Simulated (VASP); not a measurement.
# AgBr (I4/mmm) in VASP: notebook

The runs below take AgBr through single point, with PBE.

All numbers are computed with VASP 6.6.1; they aren't measurements. Logs are shortened: lines on timing, memory, paths and dates and some standing lists are left out, and cuts for length are marked.

## (1) The cell of the first run

It takes space group I4/mmm (No. 139, tetragonal). Conventional cell: a = 4.041 Å, b = 4.041 Å, c = 5.772 Å, α = 90.00°, β = 90.00°, γ = 90.00°. Within 3.8 Å of Ag (site symmetry 4/mmm) lie 6 Br at 2.86 to 2.89 Å. Within 3.8 Å of Br (site symmetry 4/mmm) lie 6 Ag at 2.86 to 2.89 Å.

## (2) Single point, PBE (equal xx and yy strain of -1 %)

File INCAR:

```
SYSTEM = AgBr
PREC = Accurate
ENCUT = 500
EDIFF = 1E-6
ISMEAR = -1
SIGMA = 0.03
LREAL = .FALSE.
LASPH = .TRUE.
NELM = 120
ALGO = Normal
ISIF = 2
LWAVE = .FALSE.
LCHARG = .FALSE.
GGA = PE
NBANDS = 16
GGA_COMPAT = .FALSE.
```

File KPOINTS:

```
regular mesh
0
G
  7 7 7
  0 0 0
```

File POSCAR:

```
AgBr
1.0
    0.0000000000      2.8571895000      2.8860500000
    2.8571895000      0.0000000000      2.8860500000
    2.8571895000      2.8571895000      0.0000000000
Ag Br
1 1
Direct
    0.5000000000      0.5000000000      0.5000000000
    0.0000000000      0.0000000000      0.0000000000
```

Potentials or basis: VASP PAW PBE potentials, release 64 (Ag, Br).

Launch:

```sh
$ cat potpaw_PBE.64/Ag/POTCAR potpaw_PBE.64/Br/POTCAR > POTCAR
$ mpirun -np 1 vasp_std > vasp.out
```

OUTCAR:

```text
SYSTEM = AgBr
   PREC = Accurate
   ENCUT = 500
   EDIFF = 1E-6
   ISMEAR = -1
   LREAL = .FALSE.
   LASPH = .TRUE.
   NELM = 120
   ISIF = 2
   GGA = PE

 ion  position               nearest neighbor table
   1  0.500  0.500  0.500-   2 2.86   2 2.86   2 2.86   2 2.86   2 2.89   2 2.89
   2  0.000  0.000  0.000-   1 2.86   1 2.86   1 2.86   1 2.86   1 2.89   1 2.89

  LATTYP: Found a body centered tetragonal cell.
 ALAT       =     4.0406761412
 C/A-ratio  =     1.4284985479

  Lattice vectors:

 A1 = (  -2.8571895000,   0.0000000000,   2.8860500000)
 A2 = (   2.8571895000,   0.0000000000,   2.8860500000)
 A3 = (   0.0000000000,   2.8571895000,  -2.8860500000)

Analysis of symmetry for initial positions (statically):
=====================================================================
 Subroutine PRICEL returns:
 Original cell was already a primitive cell.

 Routine SETGRP: Setting up the symmetry group for a
 body centered tetragonal supercell.

 Subroutine GETGRP returns: Found 16 space group operations
 (whereof 16 operations were pure point group operations)
 out of a pool of 16 trial point group operations.

The static configuration has the point symmetry D_4h.

Analysis of symmetry for dynamics (positions and initial velocities):
=====================================================================
 Subroutine PRICEL returns:
 Original cell was already a primitive cell.

 Routine SETGRP: Setting up the symmetry group for a
 body centered tetragonal supercell.

 Subroutine GETGRP returns: Found 16 space group operations
 (whereof 16 operations were pure point group operations)
 out of a pool of 16 trial point group operations.

The dynamic configuration has the point symmetry D_4h.

 Subroutine INISYM returns: Found 16 space group operations
 (whereof 16 operations are pure point group operations),
 and found     1 'primitive' translations

----------------------------------------------------------------------------------------

                                     Primitive cell

  volume of cell :      47.1207

  direct lattice vectors                    reciprocal lattice vectors
     0.000000000  2.857189500  2.886050000    -0.174997143  0.174997143  0.173247172
     2.857189500  0.000000000  2.886050000     0.174997143 -0.174997143  0.173247172
     2.857189500  2.857189500  0.000000000     0.174997143  0.174997143 -0.173247172

  length of vectors
     4.061134871  4.061134871  4.040676141     0.302096976  0.302096976  0.302096976

  position of ions in fractional coordinates (direct lattice)
     0.500000000  0.500000000  0.500000000
     0.000000000  0.000000000  0.000000000

  ion indices of the primitive-cell ions
   primitive index   ion index
                 1           1
                 2           2

----------------------------------------------------------------------------------------

 KPOINTS: regular mesh

Automatic generation of k-mesh.
 Grid dimensions read from file:
 generate k-points for:    7    7    7

 Generating k-lattice:

  Cartesian coordinates                     Fractional coordinates (reciprocal lattice)
    -0.024999592  0.024999592  0.024749596     0.142857143  0.000000000  0.000000000
     0.024999592 -0.024999592  0.024749596     0.000000000  0.142857143  0.000000000
     0.024999592  0.024999592 -0.024749596    -0.000000000 -0.000000000  0.142857143

  Length of vectors
     0.043156711  0.043156711  0.043156711

  Shift w.r.t. Gamma in fractional coordinates (k-lattice)
     0.000000000  0.000000000  0.000000000

 Subroutine IBZKPT returns following result:
 ===========================================

 Found     40 irreducible k-points:

 Following reciprocal coordinates:
            Coordinates               Weight
  0.000000  0.000000  0.000000      1.000000
  0.142857 -0.000000  0.000000      8.000000
  0.285714 -0.000000  0.000000      8.000000
  0.428571  0.000000  0.000000      8.000000
  0.142857  0.142857  0.000000      2.000000
  0.285714  0.142857  0.000000      8.000000
[... 16 lines left out ...]
  0.428571  0.285714  0.142857      8.000000
 -0.428571  0.285714  0.142857     16.000000
 [... further k-points ...]
   k-points           NKPTS =     40   k-points in BZ     NKDIM =     40   number of bands    NBANDS=     16
   number of dos      NEDOS =    301   number of ions     NIONS =      2
   total plane-waves  NPLWV =  27000
   dimension x,y,z NGX =    30 NGY =   30 NGZ =   30
   dimension x,y,z NGXF=    60 NGYF=   60 NGZF=   60
   ions per type =               1   1
   NGX,Y,Z   is equivalent  to a cutoff of  12.28, 12.28, 12.34 a.u.
   NGXF,Y,Z  is equivalent  to a cutoff of  24.56, 24.56, 24.69 a.u.
 SYSTEM =  AgBr
   PREC   = accura    normal or accurate (medium, high low for compatibility)
   ISTART =      0    job   : 0-new  1-cont  2-samecut
   ICHARG =      2    charge: 1-file 2-atom 10-const
   ISPIN  =      1    spin polarized calculation?
   LNONCOLLINEAR =      F non collinear calculations
   LSORBIT =      F    spin-orbit coupling
   LASPH  =      T    aspherical Exc in radial PAW
   ENCUT  =  500.0 eV  36.75 Ry    6.06 a.u.   7.40  7.40  7.37*2*pi/ulx,y,z
   NELM   =    120;   NELMIN=  2; NELMDL= -5     # of ELM steps
   EDIFF  = 0.1E-05   stopping-criterion for ELM
   LREAL  =      F    real-space projection
[... 7 lines left out ...]
   TEBEG  =    0.0;   TEEND  =   0.0 temperature during run
   PSTRESS=    0.0 pullay stress
   NELECT =      18.0000    total number of electrons
   NUPDOWN=      -1.0000    fix difference up-down
   EMIN   =  10.00;   EMAX   =-10.00  energy-range for DOS
   EFERMI =   0.00;   METHOD = LEGACY
   ISMEAR =    -1;   SIGMA  =   0.03  broadening in eV -4-tet -1-fermi 0-gaus
   EFERMI_NEDOS =   21; number of points for ismear=-14 and -15
   IALGO  =     38    algorithm
   IMIX   =      4    mixing-type and parameters
     AMIX     =   0.40;   BMIX     =  1.00
     AMIX_MAG =   1.60;   BMIX_MAG =  1.00
  volume/ion in A,a.u.               =      23.56       158.99
  Fermi-wavevector in a.u.,A,eV,Ry     =   1.187850  2.244711 19.197660  1.410988
  Thomas-Fermi vector in A             =   2.323993
   LORBIT       =      0    0 simple, 1 ext, 2 COOP (PROOUT), +10 PAW based schemes
   GGA     = PE    functional components
   LHFCALC =     F    Hartree Fock is set to
   AEXX    =    0.0000 exact exchange contribution
   IVDW    =     0    specifies the selected vdW correction
   LEPSILON=     F    determine dielectric tensor
   LRPA    =     F    only Hartree local field effects (RPA)
 non-spin polarized calculation
  energy-cutoff  :      500.00
  volume of cell :       47.12
 maximum number of plane-waves:      1243
 NGX is ok and might be reduce to    30
   NGX = 15   NGY = 15   NGZ = 15

 number of electron      18.0000002 magnetization

 Free energy of the ion-electron system (eV)
  ---------------------------------------------------
  ext. energy  EPLUGINS =         0.00000000
  ---------------------------------------------------
  free energy    TOTEN  =        -4.98011225 eV

  energy without entropy =       -4.98011212  energy(sigma->0) =       -4.98011219

 E-fermi :   4.0217     XC(G=0):  -9.8784

 val. band max:        3.6218129582   @ k =   0.4286   0.0000   0.0000
 cond. band min:       4.3367260094   @ k =   0.0000   0.0000   0.0000
 fundamental gap:      0.7149130512
 Fermi energy:         4.0217184279

 k-point     1 :       0.0000    0.0000    0.0000
  band No.  band energies     occupation
      1     -11.4404      2.00000
      2       0.8361      2.00000
      3       0.8488      2.00000
      4       0.8550      2.00000
      5       0.8595      2.00000
      6       0.8595      2.00000
[... 8 lines left out ...]
     15      15.3137      0.00000
     16      15.5498      0.00000

 k-point     2 :       0.1429   -0.0000    0.0000
  band No.  band energies     occupation
      1     -11.3613      2.00000
      2       0.3598      2.00000
      3       0.3600      2.00000
      4       0.3876      2.00000
      5       0.9025      2.00000
      6       0.9130      2.00000
[... 8 lines left out ...]
     15      14.6159      0.00000
     16      14.9682      0.00000

 k-point     3 :       0.2857   -0.0000    0.0000
  band No.  band energies     occupation
      1     -11.1736      2.00000
      2      -0.7895      2.00000
      3      -0.2029      2.00000
      4      -0.1738      2.00000
      5       1.0351      2.00000
      6       1.0391      2.00000
[... 8 lines left out ...]
     15      15.2823      0.00000
     16      15.3039      0.00000

 k-point     4 :       0.4286    0.0000    0.0000
  band No.  band energies     occupation
      1     -11.0115      2.00000
      2      -1.5372      2.00000
      3      -0.5118      2.00000
      4      -0.4796      2.00000
      5       1.1442      2.00000
      6       1.1462      2.00000
[... 8 lines left out ...]
     15      16.5079      0.00000
     16      16.5712      0.00000

 k-point     5 :       0.1429    0.1429    0.0000
  band No.  band energies     occupation
      1     -11.3412      2.00000
      2      -0.1273      2.00000
      3       0.7169      2.00000
      4       0.7169      2.00000
      5       0.7850      2.00000
      6       0.8777      2.00000
[... 8 lines left out ...]
     15      16.7813      0.00000
     16      16.9064      0.00000

 k-point     6 :       0.2857    0.1429    0.0000
  band No.  band energies     occupation
      1     -11.1992      2.00000
      2      -0.6950      2.00000
      3       0.1428      2.00000
      4       0.2118      2.00000
      5       0.8855      2.00000
      6       1.0490      2.00000
[... 8 lines left out ...]
     15      16.4766      0.00000
     16      16.5471      0.00000

 k-point     7 :       0.4286    0.1429    0.0000
  band No.  band energies     occupation
      1     -11.0328      2.00000
      2      -1.2191      2.00000
      3      -0.4189      2.00000
      4      -0.2810      2.00000
      5       1.0342      2.00000
      6       1.1636      2.00000
[... 8 lines left out ...]
     15      16.8738      0.00000
     16      17.1418      0.00000

 k-point     8 :      -0.4286    0.1429    0.0000
  band No.  band energies     occupation
      1     -10.9737      2.00000
      2      -1.4479      2.00000
      3      -0.5086      2.00000
      4      -0.4610      2.00000
      5       1.1409      2.00000
      6       1.1575      2.00000
[... 8 lines left out ...]
     15      16.3444      0.00000
     16      17.0517      0.00000

 k-point     9 :      -0.2857    0.1429    0.0000
  band No.  band energies     occupation
      1     -11.0734      2.00000
      2      -1.1487      2.00000
      3      -0.4455      2.00000
      4      -0.0945      2.00000
      5       1.0564      2.00000
      6       1.1189      2.00000
[... 8 lines left out ...]
     15      16.2469      0.00000
     16      17.2659      0.00000
[... 172 lines left out ...]
 k-point    19 :       0.4286   -0.0000    0.1429
  band No.  band energies     occupation
      1     -11.0282      2.00000
      2      -1.2532      2.00000
      3      -0.4272      2.00000
      4      -0.2630      2.00000
      5       1.0351      2.00000
      6       1.1651      2.00000
[... 8 lines left out ...]
     15      16.9395      0.00000
     16      17.1922      0.00000

 k-point    20 :      -0.4286    0.0000    0.1429
  band No.  band energies     occupation
      1     -10.9741      2.00000
      2      -1.4338      2.00000
      3      -0.4941      2.00000
      4      -0.4688      2.00000
      5       1.1378      2.00000
      6       1.1570      2.00000
[... 8 lines left out ...]
     15      16.3671      0.00000
     16      17.0565      0.00000

 k-point    21 :      -0.2857    0.0000    0.1429
  band No.  band energies     occupation
      1     -11.0776      2.00000
      2      -1.1070      2.00000
      3      -0.4123      2.00000
      4      -0.1099      2.00000
      5       1.0499      2.00000
      6       1.1171      2.00000
[... 8 lines left out ...]
     15      16.3469      0.00000
     16      17.2181      0.00000

 k-point    22 :      -0.1429    0.0000    0.1429
  band No.  band energies     occupation
      1     -11.2503      2.00000
      2      -0.4134      2.00000
      3      -0.0924      2.00000
      4       0.3990      2.00000
      5       0.9381      2.00000
      6       1.0215      2.00000
[... 8 lines left out ...]
     15      15.8966      0.00000
     16      16.2784      0.00000

 k-point    23 :       0.4286    0.2857    0.1429
  band No.  band energies     occupation
      1     -11.0743      2.00000
      2      -0.9786      2.00000
      3      -0.2332      2.00000
      4       0.1472      2.00000
      5       0.9929      2.00000
      6       1.1296      2.00000
[... 8 lines left out ...]
     15      17.6266      0.00000
     16      18.1839      0.00000

 k-point    24 :      -0.4286    0.2857    0.1429
  band No.  band energies     occupation
      1     -10.9669      2.00000
      2      -1.0815      2.00000
      3      -0.4386      2.00000
      4      -0.2676      2.00000
      5       1.0881      2.00000
      6       1.1770      2.00000
[... 8 lines left out ...]
     15      16.6778      0.00000
     16      18.1124      0.00000

 [... further k-points ...]

------------------------ aborting loop because EDIFF is reached ----------------------------------------

  FORCE on cell =-STRESS in cart. coord.  units (eV):
  Direction    XX          YY          ZZ          XY          YZ          ZX
  --------------------------------------------------------------------------------------
  -------------------------------------------------------------------------------------
  Total        0.7659177      0.7659177      0.6555007      0.0000000     -0.0000000     -0.0000000
  in kB       26.0423852     26.0423852     22.2880362      0.0000000     -0.0000000     -0.0000000
  external PRESSURE =      24.7909355 kB  Pullay stress =       0.0000000 kB

 VOLUME and BASIS-vectors are now :
 -----------------------------------------------------------------------------
  energy-cutoff  :      500.00
  volume of cell :       47.12
      direct lattice vectors                 reciprocal lattice vectors
     0.000000000  2.857189500  2.886050000    -0.174997143  0.174997143  0.173247172
     2.857189500  0.000000000  2.886050000     0.174997143 -0.174997143  0.173247172
     2.857189500  2.857189500  0.000000000     0.174997143  0.174997143 -0.173247172

 POSITION                                       TOTAL-FORCE (eV/Angst)
 -----------------------------------------------------------------------------------
      2.85719      2.85719      2.88605         0.000000      0.000000      0.000000
      0.00000      0.00000      0.00000         0.000000      0.000000     -0.000000
 -----------------------------------------------------------------------------------
    total drift:                                0.000000      0.000000      0.000000

  FREE ENERGIE OF THE ION-ELECTRON SYSTEM (eV)
  ---------------------------------------------------
  free  energy   TOTEN  =        -4.9801122517 eV

  energy  without entropy=       -4.9801121247  energy(sigma->0) =       -4.98011219
```

Wall time 22 s (1 thread of Intel Xeon Platinum 8375C at 2.90GHz (Ice Lake), shared host); peak memory 0.18 GiB.

What came out:

```
Free energy            : -4.9801 eV
Pressure               : 2.5 GPa
Band gap on the k mesh : 0.71 eV (least direct gap 2.60 eV)
```

Levels at points of the mesh, in eV from the valence-band top:
| k point | band 5 | band 6 | band 7 | band 8 | band 9 | band 10 | band 11 | band 12 | band 13 | band 14 |
| --- | --- | --- | --- | --- | --- | --- | --- | --- | --- | --- |
| (0.00, 0.00, 0.00) | -2.76 | -2.76 | -1.92 | -1.92 | -1.88 | 0.71 | 9.93 | 9.97 | 9.97 | 11.18 |

Caveat: the cell differs from its parent crystal (equal xx and yy strain of -1 %); semilocal functionals underestimate gaps, and a narrow one can read as zero.

[end of part 1 of 2]
